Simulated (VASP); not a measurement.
## Li4S5: single point with PBE+D3(BJ)

The system is Li4S5.

```xyz
9
Lattice="3.1431 0.0000 0.0000 -1.5715 2.7220 0.0000 0.0000 0.0000 16.4601" Properties=species:S:1:pos:R:3 pbc="T T T"
Li    0.0000    0.0000    2.1120
Li    0.0000    1.8147    6.0954
Li    1.5715    0.9073    9.3947
Li    0.0000    1.8147   14.8311
S     0.0000    0.0000   16.3724
S     0.0000    0.0000    4.3124
S     0.0000    0.0000    7.8306
S     0.0000    1.8147   11.2701
S     0.0000    0.0000   12.9362
```

```
Program             : VASP 6.6.1
Task                : single point
Functional          : PBE
Dispersion          : D3(BJ)
Potentials or basis : VASP PAW PBE potentials, release 64 (Li_sv, S)
Cutoff              : 520 eV
k mesh              : 12 × 12 × 4
Occupations         : gaussian, width 0.1 eV
Spin                : no spin polarisation
```

```yaml
Largest_force: 0.021 eV/Å
Band_gap_on_the_k_mesh: zero (bands 21 and 22 overlap by 2.59 eV)
Dispersion_energy_per_atom: -0.300 eV
```

Forces in eV/Å, atoms in the order of the input:
```
Li   0.000  0.000 -0.003
Li   0.000  0.000  0.000
Li   0.000  0.000 -0.002
Li   0.000  0.000 -0.001
S    0.000  0.000 -0.011
S    0.000  0.000  0.020
S    0.000  0.000 -0.001
S    0.000  0.000  0.019
S    0.000  0.000 -0.021
```

Levels at points of the mesh, in eV from the Fermi level:
```
           k point  band 19  band 20  band 21  band 22  band 23  band 24  band 25  band 26
(0.00, 0.00, 0.00)     1.32     1.32     1.37     1.37     1.50     1.50     2.96     5.34
(0.50, 0.00, 0.00)    -0.86    -0.42    -0.20    -0.12     0.13     0.78     2.29     4.27
(0.00, 0.00, 0.50)     1.33     1.33     1.37     1.37     1.50     1.50     3.00     5.76
(0.50, 0.00, 0.50)    -0.88    -0.42    -0.21    -0.11     0.12     0.78     2.31     4.21
```

Run time: 7.3 min on 1 thread of Oxide Virtual Turin-like Processor, on a shared host, peak memory 0.36 GiB.
